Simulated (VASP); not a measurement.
# Bi2Se3 (R-3m) in VASP: notebook

Runs on Bi2Se3. Level: PBE. Tasks: single point, relaxation of cell and atoms.

Program: VASP 6.6.1. These are calculated values, not measurements. Logs are shortened: lines on timing, memory, paths and dates and some standing lists are left out, and cuts for length are marked.

### 1 The cell of the first run

The structure is trigonal, space group R-3m (No. 166). The conventional cell has a = 4.187 Å, b = 4.187 Å, c = 31.264 Å, α = 90.00°, β = 90.00°, γ = 120.00°. Bi (site symmetry 3m) has 6 Se at 2.88 to 3.11 Å within 3.8 Å. Within 4.3 Å of Se (site symmetry -3m) lie 6 Bi at 3.11 Å and 12 Se at 4.19 to 4.27 Å. Within 3.8 Å of Se (site symmetry 3m) lie 3 Bi at 2.88 Å.

### 2 Single point, PBE

INCAR

```
SYSTEM = Bi2Se3
  PREC = Accurate
  ENCUT = 500
  EDIFF = 1E-6
  ISMEAR = 0
  SIGMA = 0.01
  LREAL = .False.
  LASPH = .True.
  NELM = 120
  ALGO = Normal
  ISIF = 2
  LWAVE = .False.
  LCHARG = .False.
  GGA = PE
  NBANDS = 32
  GGA_COMPAT = .False.
```

KPOINTS

```
Automatic mesh
0
Gamma
  6 6 6
  0 0 0
```

POSCAR

```
Bi2Se3
1.0
    2.0935743122      1.2087256927     10.4212795203
   -2.0935743122      1.2087256927     10.4212795203
    0.0000000000     -2.4174513855     10.4212795203
Bi Se
2 3
Direct
    0.3956688105      0.3956688105      0.3956688105
    0.6043311895      0.6043311895      0.6043311895
    0.0000000000      0.0000000000      0.0000000000
    0.2208955410      0.2208955410      0.2208955410
    0.7791044590      0.7791044590      0.7791044590
```

Potentials or basis: VASP PAW PBE potentials, release 64 (Bi_d, Se).

Command:

```sh
$ cat potpaw_PBE.64/Bi_d/POTCAR potpaw_PBE.64/Se/POTCAR > POTCAR
$ mpirun -np 1 vasp_std > vasp.out
```

OUTCAR:

```text
SYSTEM = Bi2Se3
   PREC = Accurate
   ENCUT = 500
   EDIFF = 1E-6
   ISMEAR = 0
   LREAL = .False.
   LASPH = .True.
   NELM = 120
   ISIF = 2
   GGA = PE

 ion  position               nearest neighbor table
   1  0.396  0.396  0.396-   5 2.88   5 2.88   5 2.88   3 3.11   3 3.11   3 3.11
   2  0.604  0.604  0.604-   4 2.88   4 2.88   4 2.88   3 3.11   3 3.11   3 3.11
   3  0.000  0.000  0.000-   2 3.11   2 3.11   1 3.11   1 3.11   2 3.11   1 3.11
   4  0.221  0.221  0.221-   2 2.88   2 2.88   2 2.88
   5  0.779  0.779  0.779-   1 2.88   1 2.88   1 2.88

  LATTYP: Found a trigonal (rhomboedric) cell.
 ALAT       =    10.6979969172
 COS(alpha) =     0.9234047530

  Lattice vectors:

 A1 = (   2.0935743122,   1.2087256927,  10.4212795203)
 A2 = (  -2.0935743122,   1.2087256927,  10.4212795203)
 A3 = (   0.0000000000,  -2.4174513855,  10.4212795203)

Analysis of symmetry for initial positions (statically):
=====================================================================
 Subroutine PRICEL returns:
 Original cell was already a primitive cell.

 Routine SETGRP: Setting up the symmetry group for a
 trigonal (rhombohedral) supercell.

 Subroutine GETGRP returns: Found 12 space group operations
 (whereof 12 operations were pure point group operations)
 out of a pool of 12 trial point group operations.

The static configuration has the point symmetry D_3d.

Analysis of symmetry for dynamics (positions and initial velocities):
=====================================================================
 Subroutine PRICEL returns:
 Original cell was already a primitive cell.

 Routine SETGRP: Setting up the symmetry group for a
 trigonal (rhombohedral) supercell.

 Subroutine GETGRP returns: Found 12 space group operations
 (whereof 12 operations were pure point group operations)
 out of a pool of 12 trial point group operations.

The dynamic configuration has the point symmetry D_3d.

 Subroutine INISYM returns: Found 12 space group operations
 (whereof 12 operations are pure point group operations),
 and found     1 'primitive' translations

----------------------------------------------------------------------------------------

                                     Primitive cell

  volume of cell :     158.2299

  direct lattice vectors                    reciprocal lattice vectors
     2.093574312  1.208725693 10.421279520     0.238826010  0.137886261  0.031985836
    -2.093574312  1.208725693 10.421279520    -0.238826010  0.137886261  0.031985836
     0.000000000 -2.417451386 10.421279520     0.000000000 -0.275772523  0.031985836

  length of vectors
    10.697996917 10.697996917 10.697996917     0.277621285  0.277621285  0.277621285

  position of ions in fractional coordinates (direct lattice)
     0.395668810  0.395668810  0.395668810
     0.604331190  0.604331190  0.604331190
     0.000000000  0.000000000  0.000000000
     0.220895541  0.220895541  0.220895541
     0.779104459  0.779104459  0.779104459

  ion indices of the primitive-cell ions
   primitive index   ion index
                 1           1
                 2           2
                 3           3
                 4           4
                 5           5

----------------------------------------------------------------------------------------

 KPOINTS: Automatic mesh

Automatic generation of k-mesh.
 Grid dimensions read from file:
 generate k-points for:    6    6    6

 Generating k-lattice:

  Cartesian coordinates                     Fractional coordinates (reciprocal lattice)
     0.039804335  0.022981044  0.005330973     0.166666667 -0.000000000 -0.000000000
    -0.039804335  0.022981044  0.005330973    -0.000000000  0.166666667 -0.000000000
     0.000000000 -0.045962087  0.005330973     0.000000000  0.000000000  0.166666667

  Length of vectors
     0.046270214  0.046270214  0.046270214

  Shift w.r.t. Gamma in fractional coordinates (k-lattice)
     0.000000000  0.000000000  0.000000000

 Subroutine IBZKPT returns following result:
 ===========================================

 Found     32 irreducible k-points:

 Following reciprocal coordinates:
            Coordinates               Weight
  0.000000  0.000000  0.000000      1.000000
  0.166667 -0.000000  0.000000      6.000000
  0.333333 -0.000000  0.000000      6.000000
  0.500000 -0.000000  0.000000      3.000000
  0.166667  0.166667  0.000000      6.000000
  0.333333  0.166667  0.000000     12.000000
[... 16 lines left out ...]
  0.500000  0.500000  0.166667      6.000000
 -0.333333  0.500000  0.166667     12.000000
 [... further k-points ...]
   k-points           NKPTS =     32   k-points in BZ     NKDIM =     32   number of bands    NBANDS=     32
   number of dos      NEDOS =    301   number of ions     NIONS =      5
   total plane-waves  NPLWV = 512000
   dimension x,y,z NGX =    80 NGY =   80 NGZ =   80
   dimension x,y,z NGXF=   160 NGYF=  160 NGZF=  160
   ions per type =               2   3
   NGX,Y,Z   is equivalent  to a cutoff of  12.43, 12.43, 12.43 a.u.
   NGXF,Y,Z  is equivalent  to a cutoff of  24.86, 24.86, 24.86 a.u.
 SYSTEM =  Bi2Se3
   PREC   = accura    normal or accurate (medium, high low for compatibility)
   ISTART =      0    job   : 0-new  1-cont  2-samecut
   ICHARG =      2    charge: 1-file 2-atom 10-const
   ISPIN  =      1    spin polarized calculation?
   LNONCOLLINEAR =      F non collinear calculations
   LSORBIT =      F    spin-orbit coupling
   LASPH  =      T    aspherical Exc in radial PAW
   ENCUT  =  500.0 eV  36.75 Ry    6.06 a.u.  19.50 19.50 19.50*2*pi/ulx,y,z
   NELM   =    120;   NELMIN=  2; NELMDL= -5     # of ELM steps
   EDIFF  = 0.1E-05   stopping-criterion for ELM
   LREAL  =      F    real-space projection
   EDIFFG = 0.1E-04   stopping-criterion for IOM
   NSW    =      0    number of steps for IOM
   IBRION =     -1    ionic relax: 0-MD 1-quasi-New 2-CG
   NFREE  =      0    steps in history (QN), initial steepest desc. (CG)
   ISIF   =      2    stress and relaxation
   ISYM   =      2    0-nonsym 1-usesym 2-fastsym
   POTIM  = 0.5000    time-step for ionic-motion
   TEBEG  =    0.0;   TEEND  =   0.0 temperature during run
   PSTRESS=    0.0 pullay stress
   NELECT =      48.0000    total number of electrons
   NUPDOWN=      -1.0000    fix difference up-down
   EMIN   =  10.00;   EMAX   =-10.00  energy-range for DOS
   EFERMI =   0.00;   METHOD = LEGACY
   ISMEAR =     0;   SIGMA  =   0.01  broadening in eV -4-tet -1-fermi 0-gaus
   EFERMI_NEDOS =   21; number of points for ismear=-14 and -15
   IALGO  =     38    algorithm
   IMIX   =      4    mixing-type and parameters
     AMIX     =   0.40;   BMIX     =  1.00
     AMIX_MAG =   1.60;   BMIX_MAG =  1.00
  volume/ion in A,a.u.               =      31.65       213.56
  Fermi-wavevector in a.u.,A,eV,Ry     =   1.099999  2.078697 16.463030  1.209999
  Thomas-Fermi vector in A             =   2.236403
   LORBIT       =      0    0 simple, 1 ext, 2 COOP (PROOUT), +10 PAW based schemes
   GGA     = PE    functional components
   LHFCALC =     F    Hartree Fock is set to
   AEXX    =    0.0000 exact exchange contribution
   IVDW    =     0    specifies the selected vdW correction
   LEPSILON=     F    determine dielectric tensor
   LRPA    =     F    only Hartree local field effects (RPA)
 non-spin polarized calculation
 Gauss-broadening in eV      SIGMA  =   0.01
  energy-cutoff  :      500.00
  volume of cell :      158.23
 maximum number of plane-waves:      4058
 NGX is ok and might be reduce to    80
   NGX = 39   NGY = 39   NGZ = 39

 number of electron      47.9999996 magnetization

 Free energy of the ion-electron system (eV)
  ---------------------------------------------------
  ext. energy  EPLUGINS =         0.00000000
  ---------------------------------------------------
  free energy    TOTEN  =       -20.23573859 eV

  energy without entropy =      -20.23573859  energy(sigma->0) =      -20.23573859

 E-fermi :   3.5095     XC(G=0):  -8.8901

 val. band max:        3.3994395805   @ k =   0.5000   0.5000   0.3333
 cond. band min:       4.0885920181   @ k =   0.0000   0.0000   0.0000
 fundamental gap:      0.6891524375
 Fermi energy:         3.5095422629

 k-point     1 :       0.0000    0.0000    0.0000
  band No.  band energies     occupation
      1     -19.2745      2.00000
      2     -19.2745      2.00000
      3     -19.2732      2.00000
      4     -19.2732      2.00000
      5     -19.2701      2.00000
      6     -19.2679      2.00000
[... 24 lines left out ...]
     31       9.7516      0.00000
     32      10.2063      0.00000

 k-point     2 :       0.1667   -0.0000    0.0000
  band No.  band energies     occupation
      1     -19.2775      2.00000
      2     -19.2757      2.00000
      3     -19.2689      2.00000
      4     -19.2675      2.00000
      5     -19.2666      2.00000
      6     -19.2646      2.00000
[... 24 lines left out ...]
     31       9.2144      0.00000
     32      10.0557      0.00000

 k-point     3 :       0.3333   -0.0000    0.0000
  band No.  band energies     occupation
      1     -19.2856      2.00000
      2     -19.2825      2.00000
      3     -19.2693      2.00000
      4     -19.2651      2.00000
      5     -19.2631      2.00000
      6     -19.2601      2.00000
[... 24 lines left out ...]
     31       8.2796      0.00000
     32      10.4489      0.00000

 k-point     4 :       0.5000   -0.0000    0.0000
  band No.  band energies     occupation
      1     -19.2903      2.00000
      2     -19.2863      2.00000
      3     -19.2717      2.00000
      4     -19.2673      2.00000
      5     -19.2638      2.00000
      6     -19.2595      2.00000
[... 654 lines left out ...]
     31       8.6644      0.00000
     32      10.6645      0.00000

 k-point    23 :       0.5000    0.5000    0.1667
  band No.  band energies     occupation
      1     -19.2856      2.00000
      2     -19.2825      2.00000
      3     -19.2693      2.00000
      4     -19.2651      2.00000
      5     -19.2631      2.00000
      6     -19.2601      2.00000
[... 24 lines left out ...]
     31       8.3138      0.00000
     32      10.1454      0.00000

 k-point    24 :      -0.3333    0.5000    0.1667
  band No.  band energies     occupation
      1     -19.2842      2.00000
      2     -19.2811      2.00000
      3     -19.2683      2.00000
      4     -19.2668      2.00000
      5     -19.2645      2.00000
      6     -19.2622      2.00000
[... 24 lines left out ...]
     31       8.7133      0.00000
     32      10.3063      0.00000

 [... further k-points ...]

------------------------ aborting loop because EDIFF is reached ----------------------------------------

  FORCE on cell =-STRESS in cart. coord.  units (eV):
  Direction    XX          YY          ZZ          XY          YZ          ZX
  --------------------------------------------------------------------------------------
  -------------------------------------------------------------------------------------
  Total        0.0225126      0.0225126      0.0267025     -0.0000000     -0.0000000      0.0000000
  in kB        0.2279545      0.2279545      0.2703794     -0.0000000     -0.0000000      0.0000000
  external PRESSURE =       0.2420961 kB  Pullay stress =       0.0000000 kB

 VOLUME and BASIS-vectors are now :
 -----------------------------------------------------------------------------
  energy-cutoff  :      500.00
  volume of cell :      158.23
      direct lattice vectors                 reciprocal lattice vectors
     2.093574312  1.208725693 10.421279520     0.238826010  0.137886261  0.031985836
    -2.093574312  1.208725693 10.421279520    -0.238826010  0.137886261  0.031985836
     0.000000000 -2.417451386 10.421279520     0.000000000 -0.275772523  0.031985836

 POSITION                                       TOTAL-FORCE (eV/Angst)
 -----------------------------------------------------------------------------------
      0.00000     -0.00000     12.37013         0.000000      0.000000     -0.009585
      0.00000     -0.00000     18.89371         0.000000     -0.000000      0.009585
      0.00000      0.00000      0.00000         0.000000      0.000000     -0.000000
      0.00000     -0.00000      6.90604         0.000000      0.000000     -0.011283
      0.00000     -0.00000     24.35780         0.000000     -0.000000      0.011283
 -----------------------------------------------------------------------------------
    total drift:                                0.000000     -0.000000      0.000000

  FREE ENERGIE OF THE ION-ELECTRON SYSTEM (eV)
  ---------------------------------------------------
  free  energy   TOTEN  =       -20.2357385867 eV

  energy  without entropy=      -20.2357385867  energy(sigma->0) =      -20.23573859
```

Wall time 7.1 min (1 thread of Intel Xeon 6975P-C (Granite Rapids), shared host); peak memory 0.93 GiB.

Results:

```
Free energy            : -20.2357 eV
Pressure               : 0.0 GPa
Largest force          : 0.011 eV/Å
Band gap on the k mesh : 0.69 eV (least direct gap 0.70 eV)
```

Forces on the atoms (eV/Å):
```
Bi   0.000  0.000 -0.010
Bi   0.000  0.000  0.010
Se   0.000  0.000  0.000
Se   0.000  0.000 -0.011
Se   0.000  0.000  0.011
```

Levels at points of the mesh, in eV from the valence-band top:
```
           k point  band 22  band 23  band 24  band 25  band 26  band 27
(0.00, 0.00, 0.00)    -0.73    -0.73    -0.01     0.69     1.97     1.97
(0.50, 0.00, 0.00)    -1.25    -0.82    -0.44     1.42     2.60     3.14
(0.50, 0.50, 0.00)    -1.07    -0.93    -0.77     1.71     2.51     2.82
(0.50, 0.50, 0.50)    -0.77    -0.77    -0.27     0.83     2.05     2.05
```

Caveat: spin-orbit coupling is left out, which moves the levels of the heavy elements.

### 3 Single point, PBE

INCAR

```
ALGO = Normal
EDIFF = 1E-6
ENCUT = 500
GGA = PE
GGA_COMPAT = F
ISIF = 2
ISMEAR = 0
LASPH = T
LCHARG = F
LREAL = F
LWAVE = F
NBANDS = 32
NELM = 120
PREC = Accurate
SIGMA = 0.01
```

KPOINTS

```
k-points
0
Gamma
  6 6 6
```

POSCAR

```
Bi2Se3
1.0
    2.0935743099      1.2087256914     10.4212797334
   -2.0935743099      1.2087256914     10.4212797334
    0.0000000000     -2.4174513828     10.4212797334
Bi Se
2 3
Direct
    0.3956688090      0.3956688090      0.3956688090
    0.6043311910      0.6043311910      0.6043311910
    0.0000000000      0.0000000000      0.0000000000
    0.2208955429      0.2208955429      0.2208955429
    0.7791044571      0.7791044571      0.7791044571
```

Potentials or basis: VASP PAW PBE potentials, release 64 (Bi_d, Se).

Command:

```sh
$ cat potpaw_PBE.64/Bi_d/POTCAR potpaw_PBE.64/Se/POTCAR > POTCAR
$ mpirun -np 1 vasp_std > vasp.out
```

Run time: 7.1 min. Hardware: 1 thread of Intel Xeon 6975P-C (Granite Rapids), shared host; peak memory 0.94 GiB.

Results (log left out):

- Free energy: -20.2357 eV
- Pressure: 0.0 GPa
- Largest force: 0.011 eV/Å
- Band gap on the k mesh: 0.69 eV (least direct gap 0.70 eV)

Forces in eV/Å, atoms in the order of the input:
```
Bi   0.000  0.000 -0.010
Bi   0.000  0.000  0.010
Se   0.000  0.000  0.000
Se   0.000  0.000 -0.011
Se   0.000  0.000  0.011
```

Levels at points of the mesh, in eV from the valence-band top:
| k point | band 20 | band 21 | band 22 | band 23 | band 24 | band 25 | band 26 | band 27 | band 28 | band 29 |
| --- | --- | --- | --- | --- | --- | --- | --- | --- | --- | --- |
| (0.00, 0.00, 0.00) | -1.18 | -1.18 | -0.73 | -0.73 | -0.01 | 0.69 | 1.97 | 1.97 | 2.50 | 3.02 |
| (0.50, 0.00, 0.00) | -2.22 | -2.06 | -1.25 | -0.82 | -0.44 | 1.42 | 2.60 | 3.14 | 3.40 | 4.33 |
| (0.50, 0.50, 0.00) | -2.12 | -1.60 | -1.07 | -0.93 | -0.77 | 1.71 | 2.51 | 2.82 | 3.37 | 4.10 |
| (0.50, 0.50, 0.50) | -1.13 | -0.91 | -0.77 | -0.77 | -0.27 | 0.83 | 2.05 | 2.05 | 2.46 | 2.93 |

Caveat: spin-orbit coupling is left out, which moves the levels of the heavy elements. A k mesh can miss the band edges.

[end of part 1 of 2]
